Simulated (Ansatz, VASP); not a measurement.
## YMgC4N4 in VASP and in Ansatz

```
CELL_PARAMETERS angstrom
6.18919 0.00000 0.00000
0.00000 6.18919 0.00000
0.00000 0.00000 6.18919
ATOMIC_POSITIONS crystal
Y 0.50000 0.50000 0.50000
Mg 0.00000 0.00000 0.00000
C 0.18470 0.18470 0.18470
C 0.18470 0.81530 0.81530
C 0.81530 0.18470 0.81530
C 0.81530 0.81530 0.18470
N 0.29384 0.29384 0.29384
N 0.29384 0.70616 0.70616
N 0.70616 0.29384 0.70616
N 0.70616 0.70616 0.29384
```

Alike in both runs: task single point; functional PBE; k mesh 4 × 4 × 4; occupations gaussian, width 0.1 eV; no spin polarisation.

|  | VASP | Ansatz |
| --- | --- | --- |
| version | VASP 6.6.1 | Ansatz 0.2.0 |
| potentials or method | VASP PAW PBE potentials, release 64 (Y_sv, Mg_sv, C, N), cutoff 750 eV | scalar-relativistic, plane waves, PAW |
| valence electrons in the cell | 57 | 57 |

VASP gave:

```
gap on the k mesh at the Fermi level (eV) : none
pressure (GPa)                            : 6.6
rms of the force components (eV/Å)        : 0.392
```

Task: Estimate Ansatz's values.

Result: gap on the k mesh at the Fermi level (eV): none; pressure (GPa): 6.4; rms of the force components (eV/Å): 0.437.

Atom by atom the forces differ by 0.190 eV/Å (rms over components). A gap of «none» marks a metal or a gap that the smearing closes. The functional is the same, so the differences come from potentials, cutoffs and numerics.

Noted on VASP's run: the standard files for N, O and F lose accuracy on very short bonds.
